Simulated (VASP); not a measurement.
# Rh (Fm-3m) in VASP: single point with PBEsol

Aim: the single point of Rh with PBEsol.

Program: VASP 6.6.1. These are calculated values, not measurements. Logs are shortened: lines on timing, memory, paths and dates and some standing lists are left out, and cuts for length are marked.

### Step 1. The cell of the first run

The structure is cubic, space group Fm-3m (No. 225). The conventional cell has a = 3.781 Å, b = 3.781 Å, c = 3.781 Å, α = 90.00°, β = 90.00°, γ = 90.00°. Rh (site symmetry m-3m) has 12 Rh at 2.67 Å within 3.5 Å.

### Step 2. Single point, PBEsol

Input file INCAR:

```
PREC     = Accurate       # precision mode
ENCUT    = 500            # plane-wave cutoff, eV
EDIFF    = 1E-6           # SCF threshold, eV
ISMEAR   = -1             # smearing method
SIGMA    = 0.08           # smearing width, eV
LREAL    = False          # projectors in reciprocal space
LASPH    = True           # aspherical terms in the spheres
NELM     = 120            # most SCF steps
ALGO     = Normal         # electronic algorithm
ISIF     = 2              # what is computed and relaxed
LWAVE    = False          # write WAVECAR
LCHARG   = False          # write CHGCAR
GGA      = PS             # functional
NBANDS   = 22             # bands
GGA_COMPAT= False
```

Input file KPOINTS:

```
regular mesh
0
Gamma
  14 10 14
```

Input file POSCAR:

```
Rh
1.0
   -1.8904315232      1.8904315232      0.0000000000
    0.0000000000      0.0000000000      3.7808630465
    1.8904315232      1.8904315232      0.0000000000
Rh
2
Direct
    0.0000000000      0.0000000000      0.0000000000
    0.5000000000      0.5000000000      0.5000000000
```

Potentials or basis: VASP PAW PBE potentials, release 64 (Rh_pv).

Run with:

```sh
cat potpaw_PBE.64/Rh_pv/POTCAR > POTCAR
mpirun -np 1 vasp_std > vasp.out
```

OUTCAR:

```text
PREC = Accurate
   ENCUT = 500
   EDIFF = 1E-6
   ISMEAR = -1
   LREAL = False
   LASPH = True
   NELM = 120
   ISIF = 2
   GGA = PS

 ion  position               nearest neighbor table
   1  0.000  0.000  0.000-   2 2.67   2 2.67   2 2.67   2 2.67   2 2.67   2 2.67   2 2.67   2 2.67

   2  0.500  0.500  0.500-   1 2.67   1 2.67   1 2.67   1 2.67   1 2.67   1 2.67   1 2.67   1 2.67

  LATTYP: Found a simple tetragonal cell.
 ALAT       =     2.6734738988
 C/A-ratio  =     1.4142135624

  Lattice vectors:

 A1 = (   1.8904315232,  -1.8904315232,   0.0000000000)
 A2 = (   1.8904315232,   1.8904315232,   0.0000000000)
 A3 = (   0.0000000000,   0.0000000000,   3.7808630465)

Analysis of symmetry for initial positions (statically):
=====================================================================
 Subroutine PRICEL returns following result:

  LATTYP: Found a face centered cubic cell.
 ALAT       =     3.7808630464

  Lattice vectors:

 A1 = (   1.8904315232,   0.0000000000,   1.8904315232)
 A2 = (   1.8904315232,   1.8904315232,   0.0000000000)
 A3 = (   0.0000000000,   1.8904315232,   1.8904315232)

   2 primitive cells build up your supercell.

 Routine SETGRP: Setting up the symmetry group for a
 simple tetragonal supercell.

 Subroutine GETGRP returns: Found 16 space group operations
 (whereof 16 operations were pure point group operations)
 out of a pool of 16 trial point group operations.

The static configuration has the point symmetry D_4h.

Analysis of symmetry for dynamics (positions and initial velocities):
=====================================================================
 Subroutine PRICEL returns following result:

  LATTYP: Found a face centered cubic cell.
 ALAT       =     3.7808630464

  Lattice vectors:

 A1 = (   1.8904315232,   0.0000000000,   1.8904315232)
 A2 = (   1.8904315232,   1.8904315232,   0.0000000000)
 A3 = (   0.0000000000,   1.8904315232,   1.8904315232)

   2 primitive cells build up your supercell.

 Routine SETGRP: Setting up the symmetry group for a
 simple tetragonal supercell.

 Subroutine GETGRP returns: Found 16 space group operations
 (whereof 16 operations were pure point group operations)
 out of a pool of 16 trial point group operations.

The dynamic configuration has the point symmetry D_4h.

 Subroutine INISYM returns: Found 16 space group operations
 (whereof 16 operations are pure point group operations),
 and found     2 'primitive' translations

----------------------------------------------------------------------------------------

                                     Primitive cell

  volume of cell :      13.5118

  direct lattice vectors                    reciprocal lattice vectors
     1.890431523  0.000000000  1.890431523     0.264489876 -0.264489876  0.264489876
     1.890431523  1.890431523  0.000000000     0.264489876  0.264489876 -0.264489876
     0.000000000  1.890431523  1.890431523    -0.264489876  0.264489876  0.264489876

  length of vectors
     2.673473899  2.673473899  2.673473899     0.458109904  0.458109904  0.458109904

  position of ions in fractional coordinates (direct lattice)
     0.000000000  0.000000000  0.000000000

  ion indices of the primitive-cell ions
   primitive index   ion index
                 1           1

----------------------------------------------------------------------------------------

 KPOINTS: regular mesh

Automatic generation of k-mesh.
 Grid dimensions read from file:
 generate k-points for:   14   10   14

 Generating k-lattice:

  Cartesian coordinates                     Fractional coordinates (reciprocal lattice)
    -0.018892134  0.018892134  0.000000000     0.071428571  0.000000000  0.000000000
     0.000000000  0.000000000  0.026448988     0.000000000  0.100000000  0.000000000
     0.018892134  0.018892134  0.000000000     0.000000000  0.000000000  0.071428571

  Length of vectors
     0.026717512  0.026448988  0.026717512

  Shift w.r.t. Gamma in fractional coordinates (k-lattice)
     0.000000000  0.000000000  0.000000000

 Subroutine IBZKPT returns following result:
 ===========================================

 Found    216 irreducible k-points:

 Following reciprocal coordinates:
            Coordinates               Weight
  0.000000  0.000000  0.000000      1.000000
  0.071429  0.000000  0.000000      4.000000
  0.142857  0.000000  0.000000      4.000000
  0.214286  0.000000  0.000000      4.000000
  0.285714  0.000000  0.000000      4.000000
  0.357143  0.000000  0.000000      4.000000
[... 16 lines left out ...]
  0.428571  0.200000  0.000000      8.000000
  0.500000  0.200000  0.000000      4.000000
 [... further k-points ...]
   k-points           NKPTS =    216   k-points in BZ     NKDIM =    216   number of bands    NBANDS=     22
   number of dos      NEDOS =    301   number of ions     NIONS =      2
   total plane-waves  NPLWV =  11200
   dimension x,y,z NGX =    20 NGY =   28 NGZ =   20
   dimension x,y,z NGXF=    40 NGYF=   56 NGZF=   40
   ions per type =               2
   NGX,Y,Z   is equivalent  to a cutoff of  12.44, 12.31, 12.44 a.u.
   NGXF,Y,Z  is equivalent  to a cutoff of  24.87, 24.62, 24.87 a.u.
 SYSTEM =  unknown system
   PREC   = accura    normal or accurate (medium, high low for compatibility)
   ISTART =      0    job   : 0-new  1-cont  2-samecut
   ICHARG =      2    charge: 1-file 2-atom 10-const
   ISPIN  =      1    spin polarized calculation?
   LNONCOLLINEAR =      F non collinear calculations
   LSORBIT =      F    spin-orbit coupling
   LASPH  =      T    aspherical Exc in radial PAW
   ENCUT  =  500.0 eV  36.75 Ry    6.06 a.u.   4.87  6.89  4.87*2*pi/ulx,y,z
   NELM   =    120;   NELMIN=  2; NELMDL= -5     # of ELM steps
   EDIFF  = 0.1E-05   stopping-criterion for ELM
   LREAL  =      F    real-space projection
   EDIFFG = 0.1E-04   stopping-criterion for IOM
   NSW    =      0    number of steps for IOM
   IBRION =     -1    ionic relax: 0-MD 1-quasi-New 2-CG
   NFREE  =      0    steps in history (QN), initial steepest desc. (CG)
   ISIF   =      2    stress and relaxation
   ISYM   =      2    0-nonsym 1-usesym 2-fastsym
   POTIM  = 0.5000    time-step for ionic-motion
   TEBEG  =    0.0;   TEEND  =   0.0 temperature during run
   PSTRESS=    0.0 pullay stress
   NELECT =      30.0000    total number of electrons
   NUPDOWN=      -1.0000    fix difference up-down
   EMIN   =  10.00;   EMAX   =-10.00  energy-range for DOS
   EFERMI =   0.00;   METHOD = LEGACY
   ISMEAR =    -1;   SIGMA  =   0.08  broadening in eV -4-tet -1-fermi 0-gaus
   EFERMI_NEDOS =   21; number of points for ismear=-14 and -15
   IALGO  =     38    algorithm
   IMIX   =      4    mixing-type and parameters
     AMIX     =   0.40;   BMIX     =  1.00
     AMIX_MAG =   1.60;   BMIX_MAG =  1.00
  volume/ion in A,a.u.               =      13.51        91.18
  Fermi-wavevector in a.u.,A,eV,Ry     =   1.695122  3.203316 39.095507  2.873439
  Thomas-Fermi vector in A             =   2.776223
   LORBIT       =      0    0 simple, 1 ext, 2 COOP (PROOUT), +10 PAW based schemes
   GGA     = PS    functional components
   LHFCALC =     F    Hartree Fock is set to
   AEXX    =    0.0000 exact exchange contribution
   IVDW    =     0    specifies the selected vdW correction
   LEPSILON=     F    determine dielectric tensor
   LRPA    =     F    only Hartree local field effects (RPA)
 non-spin polarized calculation
  energy-cutoff  :      500.00
  volume of cell :       27.02
 maximum number of plane-waves:       720
 NGX is ok and might be reduce to    20
   NGX =  9   NGY = 13   NGZ =  9

 number of electron      30.0000004 magnetization

 Free energy of the ion-electron system (eV)
  ---------------------------------------------------
  ext. energy  EPLUGINS =         0.00000000
  ---------------------------------------------------
  free energy    TOTEN  =       -16.30114368 eV

  energy without entropy =      -16.24781451  energy(sigma->0) =      -16.27447910

 E-fermi :  12.0657     XC(G=0): -14.3304

 val. band max:       12.0647546366   @ k =   0.0000   0.4000   0.0000
 cond. band min:      12.0662377182   @ k =   0.3571   0.4000   0.3571
 fundamental gap:      0.0014830816
 Fermi energy:        12.0656798357

 k-point     1 :       0.0000    0.0000    0.0000
  band No.  band energies     occupation
      1     -35.0227      2.00000
      2     -34.5718      2.00000
      3     -34.5718      2.00000
      4     -34.2869      2.00000
      5     -34.2852      2.00000
      6     -34.2852      2.00000
[... 14 lines left out ...]
     21      25.4108      0.00000
     22      27.9969      0.00000

 k-point     2 :       0.0714    0.0000    0.0000
  band No.  band energies     occupation
      1     -35.0117      2.00000
      2     -34.5892      2.00000
      3     -34.5665      2.00000
      4     -34.3103      2.00000
      5     -34.2942      2.00000
      6     -34.2871      2.00000
[... 14 lines left out ...]
     21      25.7176      0.00000
     22      28.2050      0.00000

 k-point     3 :       0.1429    0.0000    0.0000
  band No.  band energies     occupation
      1     -34.9796      2.00000
      2     -34.6373      2.00000
      3     -34.5511      2.00000
      4     -34.3806      2.00000
      5     -34.3160      2.00000
      6     -34.2928      2.00000
[... 14 lines left out ...]
     21      26.5858      0.00000
     22      28.7703      0.00000
[... 476 lines left out ...]
 k-point    23 :       0.4286    0.2000    0.0000
  band No.  band energies     occupation
      1     -34.9680      2.00000
      2     -34.8981      2.00000
      3     -34.5698      2.00000
      4     -34.4564      2.00000
      5     -34.4211      2.00000
      6     -34.3693      2.00000
[... 14 lines left out ...]
     21      27.8650      0.00000
     22      28.8476      0.00000

 k-point    24 :       0.5000    0.2000    0.0000
  band No.  band energies     occupation
      1     -34.9509      2.00000
      2     -34.9509      2.00000
      3     -34.5134      2.00000
      4     -34.5134      2.00000
      5     -34.3934      2.00000
      6     -34.3934      2.00000
[... 14 lines left out ...]
     21      28.4129      0.00000
     22      28.4129      0.00000

 [... further k-points ...]

------------------------ aborting loop because EDIFF is reached ----------------------------------------

  FORCE on cell =-STRESS in cart. coord.  units (eV):
  Direction    XX          YY          ZZ          XY          YZ          ZX
  --------------------------------------------------------------------------------------
  -------------------------------------------------------------------------------------
  Total       -0.0007567     -0.0007567     -0.0071278      0.0000000      0.0000000      0.0000000
  in kB       -0.0448644     -0.0448644     -0.4225964      0.0000000      0.0000000      0.0000000
  external PRESSURE =      -0.1707751 kB  Pullay stress =       0.0000000 kB

 VOLUME and BASIS-vectors are now :
 -----------------------------------------------------------------------------
  energy-cutoff  :      500.00
  volume of cell :       27.02
      direct lattice vectors                 reciprocal lattice vectors
    -1.890431523  1.890431523  0.000000000    -0.264489876  0.264489876  0.000000000
     0.000000000  0.000000000  3.780863046     0.000000000  0.000000000  0.264489876
     1.890431523  1.890431523  0.000000000     0.264489876  0.264489876  0.000000000

 POSITION                                       TOTAL-FORCE (eV/Angst)
 -----------------------------------------------------------------------------------
      0.00000      0.00000      0.00000         0.000000     -0.000000      0.000000
      0.00000      1.89043      1.89043        -0.000000      0.000000     -0.000000
 -----------------------------------------------------------------------------------
    total drift:                               -0.000000     -0.000000      0.000000

  FREE ENERGIE OF THE ION-ELECTRON SYSTEM (eV)
  ---------------------------------------------------
  free  energy   TOTEN  =       -16.3011436833 eV

  energy  without entropy=      -16.2478145087  energy(sigma->0) =      -16.27447910
```

Run time: 84 s. Hardware: 1 thread of Intel Xeon Platinum 8259CL at 2.50GHz (Skylake/Cascade Lake), shared host; peak memory 0.2 GiB.

Results:

- Free energy: -16.3011 eV
- Pressure: 0.0 GPa
- Band gap on the k mesh: zero (bands 15 and 16 overlap by 2.54 eV)

Levels at points of the mesh, in eV from the Fermi level:
| k point | band 11 | band 12 | band 13 | band 14 | band 15 | band 16 | band 17 | band 18 | band 19 | band 20 |
| --- | --- | --- | --- | --- | --- | --- | --- | --- | --- | --- |
| (0.00, 0.00, 0.00) | -3.17 | -3.17 | -1.00 | -1.00 | 0.59 | 1.04 | 1.04 | 3.21 | 12.46 | 13.35 |
| (0.50, 0.00, 0.00) | -3.57 | -3.57 | -1.94 | -1.94 | -1.12 | -1.12 | 3.12 | 3.12 | 13.42 | 13.42 |
| (0.00, 0.50, 0.00) | -1.99 | -1.99 | -1.50 | -1.50 | -1.50 | -1.50 | -0.25 | -0.25 | 18.46 | 18.46 |
| (0.50, 0.50, 0.00) | -3.24 | -3.24 | 0.61 | 0.61 | 0.61 | 0.61 | 0.64 | 0.64 | 8.78 | 8.78 |
| (0.50, 0.00, 0.50) | 0.59 | 0.59 | 1.04 | 1.04 | 1.04 | 1.04 | 3.21 | 3.21 | 12.46 | 12.46 |
| (0.50, 0.50, 0.50) | -3.92 | -3.92 | -1.23 | -1.23 | 1.04 | 1.04 | 9.71 | 9.71 | 9.71 | 9.71 |

Caveat: the PAW data sets were made with another functional, which shifts forces and pressure a little.
